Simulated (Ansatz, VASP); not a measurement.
# SrO: VASP beside Ansatz

INCAR

```
ALGO = Normal
EDIFF = 1E-7
EDIFFG = -0.04
ENCUT = 600
GGA = PE
GGA_COMPAT = False
IBRION = 2
ISIF = 3
ISMEAR = 0
LASPH = True
LCHARG = False
LREAL = False
LWAVE = False
NELM = 120
NELMIN = 4
NSW = 90
PREC = Accurate
SIGMA = 0.1
```

File KPOINTS:

```
k-points
0
Gamma
  6 6 4
```

The input POSCAR:

```
SrO
1.0
    3.3498115500      0.0000000000      0.0000000000
   -1.6749057700      2.9010219000      0.0000000000
    0.0000000000      0.0000000000      4.0448084600
Sr O
1 1
Direct
    0.0000000000      0.0000000000      0.6997549700
    0.3333333300      0.6666666700      0.4440246200
```

Input for Ansatz:

```yaml
crystal:
  lattice:
    - [3.34981155, 0.0, 0.0]
    - [-1.67490577, 2.9010219, 0.0]
    - [0.0, 0.0, 4.04480846]
  atoms:
    - { symbol: Sr, position: [0.0, 0.0, 0.69975497] }
    - { symbol: O, position: [0.33333333, 0.66666667, 0.44402462] }
basis:
  ecutwfc: 420
kpoints:
  mp_grid: { grid: [6, 6, 4] }
hamiltonian:
  xc: pbe
scf:
  occupations: { method: gaussian, width: 0.1 }
  lower_state_search: "off"
output:
  forces: true
  stress: true
  eigenvalues: true
relax:
  adjacent_minimum: "off"
  f_tol: 0.04
  max_steps: 70
  cell: { stress_tol: 0.4 }
```

Alike in both runs: task relaxation of cell and atoms; functional PBE; k mesh 6 × 6 × 4; occupations gaussian, width 0.1 eV; no spin polarisation.

```csv
,VASP,Ansatz
version,VASP 6.6.1,Ansatz 0.2.0
potentials or method,"VASP PAW PBE potentials, release 64 (Sr_sv, O), cutoff 600 eV","scalar-relativistic, plane waves, PAW"
valence electrons in the cell,16,16
```

Ansatz gave:

- gap on the k mesh at the Fermi level, each at its own relaxed structure (eV): 2.81
- relaxed volume (Å³/atom): 17.33
- relaxed cell length with the largest relative difference (Å): 3.208

**Question.** Estimate VASP's values.

**Answer.** gap on the k mesh at the Fermi level, each at its own relaxed structure (eV): 2.77; relaxed volume (Å³/atom): 17.47; relaxed cell length with the largest relative difference (Å): 3.219.
